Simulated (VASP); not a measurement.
Wanted: the native input for a VASP 6.6.1 run.

```yaml
Task: single point
Functional: PBE
Potentials_or_basis: VASP PAW PBE potentials, release 64 (Ru_pv)
Cutoff: 520 eV
k_mesh: 20 × 20 × 20
Occupations: gaussian, width 0.15 eV
Spin: no spin polarisation
Dipole_correction: no
Further_INCAR_settings: ALGO = Normal; EDIFF = 1e-06; NBANDS = 13
```

The structure of Ru lies in POSCAR:

```
Ru
1.0
   -0.0666779414      1.8241179676      1.8241179676
    1.8241179676     -0.0666779414      1.8241179676
    1.8241179676      1.8241179676     -0.0666779414
Ru
1
Direct
    0.0000000000      0.0000000000      0.0000000000
```

One way to write it, as run:

INCAR

```
PREC = Accurate ; ENCUT = 520
EDIFF = 1E-6 ; ISMEAR = 0
SIGMA = 0.15 ; LREAL = F
LASPH = T ; NELM = 80
ALGO = Normal ; ISIF = 2
LWAVE = F ; LCHARG = F
GGA = PE ; NBANDS = 13
```

KPOINTS

```
Automatic mesh
0
Gamma
  20 20 20
```

Potentials or basis: VASP PAW PBE potentials, release 64 (Ru_pv).

Command:

```console
$ cat potpaw_PBE.64/Ru_pv/POTCAR > POTCAR
$ mpirun -np 1 vasp_std > vasp.out
```

Results of the run:

The pressure is 29.9 GPa and the band gap on the k mesh is zero (band 7 reaches 16.30 eV, above the bottom of band 8 at 12.42 eV).

It took 46 s on 1 thread of Intel(R) Xeon(R) Platinum 8559C (Emerald Rapids), on a shared host, peak memory 0.23 GiB.
